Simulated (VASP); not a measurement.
# B in VASP: a series of runs, part 3 of 3

VASP 6.6.1. The steps go on from the part before.

## (4) Single point, PBE

This run uses another cell than the first one, of 7.27 Å³/atom, 0.932 times its volume.

Contents of INCAR:

```
SYSTEM = B
PREC = Accurate ; ENCUT = 520
EDIFF = 1E-6 ; ISMEAR = 0
SIGMA = 0.1 ; LREAL = Auto
LASPH = .TRUE. ; NELM = 100
ALGO = Normal ; ISIF = 2
LWAVE = .FALSE. ; LCHARG = .FALSE.
GGA = PE ; NBANDS = 36
```

Contents of KPOINTS:

```
regular mesh
0
G
  6 6 6
  0 0 0
```

Contents of POSCAR:

```
B
1.0
    2.7970008425      1.6148491893      4.0252000000
   -2.7970008425      1.6148491893      4.0252000000
    0.0000000000     -3.2296983787      4.0252000000
B
15
Direct
    0.5000000000      0.5000000000      0.5000000000
    0.8039000000      0.3161000000      0.8039000000
    0.8039000000      0.8039000000      0.3161000000
    0.3161000000      0.8039000000      0.8039000000
    0.1961000000      0.6839000000      0.1961000000
    0.6839000000      0.1961000000      0.1961000000
    0.1961000000      0.1961000000      0.6839000000
    0.0060000000      0.3295000000      0.0060000000
    0.0060000000      0.0060000000      0.3295000000
    0.3295000000      0.0060000000      0.0060000000
    0.9940000000      0.6705000000      0.9940000000
    0.6705000000      0.9940000000      0.9940000000
    0.9940000000      0.9940000000      0.6705000000
    0.6192000000      0.6192000000      0.6192000000
    0.3808000000      0.3808000000      0.3808000000
```

Potentials or basis: VASP PAW PBE potentials, release 64 (B).

Launch:

```
$ cat potpaw_PBE.64/B/POTCAR > POTCAR
$ mpirun -np 1 vasp_std > vasp.out
```

OUTCAR:

```text
SYSTEM = B
   PREC = Accurate
   ENCUT = 520
   EDIFF = 1E-6
   ISMEAR = 0
   LREAL = Auto
   LASPH = .TRUE.
   NELM = 100
   ISIF = 2
   GGA = PE

 ion  position               nearest neighbor table
   1  0.500  0.500  0.500-  14 1.44  15 1.44
   2  0.804  0.316  0.804-  14 1.60   7 1.76   6 1.76   8 1.79  12 1.80  13 1.80
   3  0.804  0.804  0.316-  14 1.60   6 1.76   5 1.76   9 1.79  12 1.80  11 1.80
   4  0.316  0.804  0.804-  14 1.60   7 1.76   5 1.76  10 1.79  11 1.80  13 1.80
   5  0.196  0.684  0.196-  15 1.60   3 1.76   4 1.76  11 1.79  10 1.80   9 1.80
   6  0.684  0.196  0.196-  15 1.60   3 1.76   2 1.76  12 1.79   8 1.80   9 1.80
   7  0.196  0.196  0.684-  15 1.60   4 1.76   2 1.76  13 1.79   8 1.80  10 1.80
   8  0.006  0.330  0.006-  11 1.71   2 1.79   6 1.80   7 1.80   9 1.81  10 1.81
   9  0.006  0.006  0.330-  13 1.71   3 1.79   6 1.80   5 1.80  10 1.81   8 1.81
  10  0.330  0.006  0.006-  12 1.71   4 1.79   5 1.80   7 1.80   9 1.81   8 1.81
  11  0.994  0.670  0.994-   8 1.71   5 1.79   4 1.80   3 1.80  13 1.81  12 1.81
  12  0.670  0.994  0.994-  10 1.71   6 1.79   2 1.80   3 1.80  13 1.81  11 1.81
  13  0.994  0.994  0.670-   9 1.71   7 1.79   2 1.80   4 1.80  11 1.81  12 1.81
  14  0.619  0.619  0.619-   1 1.44   3 1.60   2 1.60   4 1.60
[... 1117 lines left out ...]
  -------------------------------------------------------------------------------------
  Total       14.8808122     14.8808122     14.9239097     -0.0000000     -0.0000000      0.0000000
  in kB      218.5616379    218.5616379    219.1946315     -0.0000000     -0.0000000      0.0000000
  external PRESSURE =     218.7726358 kB  Pullay stress =       0.0000000 kB

 VOLUME and BASIS-vectors are now :
 -----------------------------------------------------------------------------
  energy-cutoff  :      520.00
  volume of cell :      109.08
      direct lattice vectors                 reciprocal lattice vectors
     2.797000843  1.614849189  4.025200000     0.178762906  0.103208812  0.082811620
    -2.797000843  1.614849189  4.025200000    -0.178762906  0.103208812  0.082811620
     0.000000000 -3.229698379  4.025200000     0.000000000 -0.206417624  0.082811620

 POSITION                                       TOTAL-FORCE (eV/Angst)
 -----------------------------------------------------------------------------------
      0.00000     -0.00000      6.03780        -0.000000     -0.000000      0.000000
      1.36438     -0.78772      7.74408         1.313806     -0.758526     -0.454739
      0.00000      1.57545      7.74408        -0.000000      1.517052     -0.454739
     -1.36438     -0.78772      7.74408        -1.313806     -0.758526     -0.454739
     -1.36438      0.78772      4.33152        -1.313806      0.758526      0.454739
      1.36438      0.78772      4.33152         1.313806      0.758526      0.454739
      0.00000     -1.57545      4.33152        -0.000000     -1.517052      0.454739
     -0.90483      0.52240      1.37461        -0.202266      0.116778     -0.016184
      0.00000     -1.04481      1.37461        -0.000000     -0.233557     -0.016184
      0.90483      0.52240      1.37461         0.202266      0.116778     -0.016184
      0.90483     -0.52240     10.70099         0.202266     -0.116778      0.016184
     -0.90483     -0.52240     10.70099        -0.202266     -0.116778      0.016184
      0.00000      1.04481     10.70099        -0.000000      0.233557      0.016184
      0.00000     -0.00000      7.47721        -0.000000     -0.000000      5.047688
      0.00000     -0.00000      4.59839        -0.000000      0.000000     -5.047688
 -----------------------------------------------------------------------------------
    total drift:                                0.000000      0.000000     -0.000000

  FREE ENERGIE OF THE ION-ELECTRON SYSTEM (eV)
  ---------------------------------------------------
  free  energy   TOTEN  =       -95.6279198944 eV

  energy  without entropy=      -95.6057474139  energy(sigma->0) =      -95.61683365
```

OSZICAR:

```text
N       E                     dE             d eps       ncg     rms          rms(c)
DAV:   1     0.101718813585E+03    0.10172E+03   -0.20597E+04  2304   0.113E+03
DAV:   2    -0.946246889899E+02   -0.19634E+03   -0.18689E+03  2980   0.229E+02
DAV:   3    -0.101844589207E+03   -0.72199E+01   -0.70948E+01  2992   0.381E+01
DAV:   4    -0.101910558527E+03   -0.65969E-01   -0.65852E-01  2920   0.389E+00
DAV:   5    -0.101911361693E+03   -0.80317E-03   -0.80278E-03  2932   0.406E-01    0.136E+01
DAV:   6    -0.969302997331E+02    0.49811E+01   -0.10260E+01  2676   0.121E+01    0.735E+00
DAV:   7    -0.958200634991E+02    0.11102E+01   -0.23032E+00  2724   0.650E+00    0.369E+00
DAV:   8    -0.956253346932E+02    0.19473E+00   -0.59807E-01  2772   0.333E+00    0.118E+00
DAV:   9    -0.956262111706E+02   -0.87648E-03   -0.35225E-02  2868   0.839E-01    0.488E-01
DAV:  10    -0.956276146893E+02   -0.14035E-02   -0.58434E-03  2756   0.353E-01    0.928E-02
DAV:  11    -0.956278614832E+02   -0.24679E-03   -0.61445E-04  2808   0.119E-01    0.298E-02
DAV:  12    -0.956279104554E+02   -0.48972E-04   -0.60774E-05  2848   0.390E-02    0.113E-02
DAV:  13    -0.956279189623E+02   -0.85069E-05   -0.11966E-05  2784   0.171E-02    0.402E-03
DAV:  14    -0.956279198944E+02   -0.93205E-06   -0.16474E-06  2032   0.642E-03
   1 F= -.95627920E+02 E0= -.95616834E+02  d E =-.221725E-01
```

Wall time 7.7 min (1 thread of AMD EPYC 7R13 (Zen 3), shared host); peak memory 0.22 GiB.

Results:

| Quantity | Value |
| --- | --- |
| Free energy | -95.6279 eV |
| Pressure | 21.9 GPa |
| Largest force | 5.048 eV/Å |

Forces on the atoms (eV/Å):
```
B    0.000  0.000  0.000
B    1.314 -0.759 -0.455
B    0.000  1.517 -0.455
B   -1.314 -0.759 -0.455
B   -1.314  0.759  0.455
B    1.314  0.759  0.455
B    0.000 -1.517  0.455
B   -0.202  0.117 -0.016
B    0.000 -0.234 -0.016
B    0.202  0.117 -0.016
B    0.202 -0.117  0.016
B   -0.202 -0.117  0.016
B    0.000  0.234  0.016
B    0.000  0.000  5.048
B    0.000  0.000 -5.048
```

Caveat: forces of over 1 eV/Å act on the atoms, so gaps and moduli don't describe the material at rest.

## (5) Single point, PBE

This run uses another cell than the first one: it holds 3 atoms, not 15.

Contents of INCAR:

```
PREC     = Accurate       # precision mode
ENCUT    = 520            # plane-wave cutoff, eV
EDIFF    = 1E-6           # SCF threshold, eV
ISMEAR   = 0              # smearing method
SIGMA    = 0.1            # smearing width, eV
LREAL    = False          # projectors in reciprocal space
LASPH    = True           # aspherical terms in the spheres
NELM     = 80             # most SCF steps
ALGO     = Normal         # electronic algorithm
ISIF     = 2              # what is computed and relaxed
LWAVE    = False          # write WAVECAR
LCHARG   = True           # write CHGCAR
GGA      = PE             # functional
LELF     = True           # ELF
LVHAR    = True         
NBANDS   = 12             # bands
```

Contents of KPOINTS:

```
Automatic mesh
0
Gamma
  9 9 9
```

Contents of POSCAR:

```
B
1.0
    1.4456162645      0.8346269394      2.7837566312
   -1.4456162645      0.8346269394      2.7837566312
    0.0000000000     -1.6692538789      2.7837566312
B
3
Direct
    0.0000000000      0.0000000000      0.0000000000
    0.1970747180      0.1970747180      0.1970747180
    0.8029252820      0.8029252820      0.8029252820
```

Launch:

```
$ cat potpaw_PBE.64/B/POTCAR > POTCAR
$ mpirun -np 1 vasp_std > vasp.out
```

Wall time 45 s (1 thread of AMD EPYC 7R13, shared host); peak memory 0.11 GiB.

The run converged. Its results:

| Item | Value |
| --- | --- |
| Free energy | -19.0402 eV |
| Pressure | 0.2 GPa |
| Largest force | 0.021 eV/Å |

Forces in eV/Å, atoms in the order of the input:
```
B    0.000  0.000  0.000
B    0.000  0.000  0.021
B    0.000  0.000 -0.021
```

Stress tensor (GPa, compression positive):
```
0.08 0.00 0.00
0.00 0.08 0.00
0.00 0.00 0.40
```

Levels at points of the mesh, in eV from the Fermi level:
```
           k point  band 1  band 2  band 3  band 4  band 5  band 6  band 7  band 8  band 9
(0.00, 0.00, 0.00)  -16.45   -4.90    0.12    0.12    1.24    3.45    3.45    8.46    8.46
```

## (6) Single point, PBE

This run uses another cell than the first one: it holds 6 atoms, not 15.

Contents of INCAR:

```
SYSTEM = B
PREC = Accurate
ENCUT = 520
EDIFF = 1E-6
ISMEAR = 0
SIGMA = 0.1
LREAL = .False.
LASPH = .True.
NELM = 60
ALGO = Normal
ISIF = 2
LWAVE = .False.
LCHARG = .False.
GGA = PE
NBANDS = 18
```

Contents of KPOINTS:

```
regular mesh
0
Gamma
  6 4 6
  0 0 0
```

Contents of POSCAR:

```
B
1.0
    3.2190326373      0.0000000000     -0.4861851018
    0.0000000000      2.8943327656      0.0000000000
   -1.9246673942      0.0000000000      4.6134288567
B
6
Direct
    0.0000000000      0.0000000000      0.0000000000
    0.0000000000      0.5000000000      0.5000000000
    0.4087758459      0.4999457473      0.3020689525
    0.5912241541      0.9999457473      0.1979310475
    0.5912241541      0.5000542527      0.6979310475
    0.4087758459      0.0000542527      0.8020689525
```

Potentials or basis: VASP PAW PBE potentials, release 64 (B).

Launch:

```
$ cat potpaw_PBE.64/B/POTCAR > POTCAR
$ mpirun -np 1 vasp_std > vasp.out
```

Wall time 1.7 min (1 thread of AMD EPYC 7R13, shared host); peak memory 0.14 GiB.

The run converged. Its results:

* Free energy: -38.1116 eV
* Pressure: 0.1 GPa
* Largest force: 0.011 eV/Å
* Band gap on the k mesh: zero (band 9 reaches 11.59 eV, above the bottom of band 10 at 3.97 eV)

Forces on the atoms (eV/Å):
```
B    0.000  0.000  0.000
B    0.000  0.000  0.000
B   -0.011  0.001  0.002
B    0.011  0.001 -0.002
B    0.011 -0.001 -0.002
B   -0.011 -0.001  0.002
```

Stress tensor (GPa, compression positive):
```
0.17 0.00 0.06
0.00 0.02 0.00
0.06 0.00 0.11
```

Levels at points of the mesh, in eV from the Fermi level:
| k point | band 5 | band 6 | band 7 | band 8 | band 9 | band 10 | band 11 | band 12 | band 13 | band 14 |
| --- | --- | --- | --- | --- | --- | --- | --- | --- | --- | --- |
| (0.00, 0.00, 0.00) | -5.12 | -5.01 | -3.63 | -0.01 | 0.06 | 1.13 | 3.04 | 3.34 | 3.35 | 8.35 |
| (0.50, 0.00, 0.00) | -5.15 | -2.15 | -2.05 | -1.88 | 1.30 | 2.08 | 5.00 | 5.70 | 5.73 | 5.85 |
| (0.00, 0.50, 0.00) | -6.56 | -6.56 | -3.40 | -3.40 | -1.39 | -1.39 | 3.76 | 3.76 | 5.58 | 5.58 |
| (0.50, 0.50, 0.00) | -7.56 | -7.56 | -7.05 | -7.05 | 0.41 | 0.41 | 5.54 | 5.54 | 8.23 | 8.23 |
| (0.00, 0.00, 0.50) | -3.43 | -3.43 | -2.71 | -2.71 | -1.50 | -1.50 | 4.75 | 4.75 | 6.38 | 6.38 |
| (0.50, 0.00, 0.50) | -6.28 | -6.28 | -2.50 | -2.50 | 4.15 | 4.15 | 4.73 | 4.73 | 5.59 | 5.59 |
| (0.00, 0.50, 0.50) | -5.25 | -5.25 | -2.08 | -2.08 | 1.37 | 1.37 | 1.95 | 1.95 | 5.01 | 5.01 |
| (0.50, 0.50, 0.50) | -5.77 | -5.77 | -5.04 | -5.04 | -3.47 | -3.47 | 3.14 | 3.14 | 9.72 | 9.72 |

Caveat: the k points lie up to 0.54 Å⁻¹ apart.

## (7) Overview

| task | cell | k mesh | cutoff (eV) | gap on the mesh (eV) | pressure (GPa) | largest force (eV/Å) |
| --- | --- | --- | --- | --- | --- | --- |
| single point | a = 5.223 Å, angles 67.6°, 15 atoms | 9 × 9 × 9 | 520 | none | 0.0 | 0.02 |
| relaxation of cell and atoms | relaxed from a = 5.224 Å, angles 67.5°, 15 atoms | 9 × 9 × 9 | 600 | none | -0.1 | 0.01 |
| single point | a = 5.161 Å, angles 65.6°, 15 atoms | 6 × 6 × 6 | 520 | none | 21.9 | 5.05 |
| single point | a = 3.246 Å, angles 52.9°, 3 atoms | 9 × 9 × 9 | 520 | none | 0.2 | 0.02 |
| single point | a = 3.256, b = 2.894, c = 4.999 Å, angles 90.0, 121.2, 90.0°, 6 atoms | 6 × 4 × 6 | 520 | none | 0.1 | 0.01 |

Alike in all rows: level PBE; potentials or basis VASP PAW PBE potentials, release 64 (B); no spin polarisation; smearing gaussian 0.1 eV.

Caveats: some runs use coarse meshes; forces of over 1 eV/Å act on the atoms, so gaps and moduli don't describe the material at rest (some runs).

Absolute energies hang on the potentials; compare differences alone.
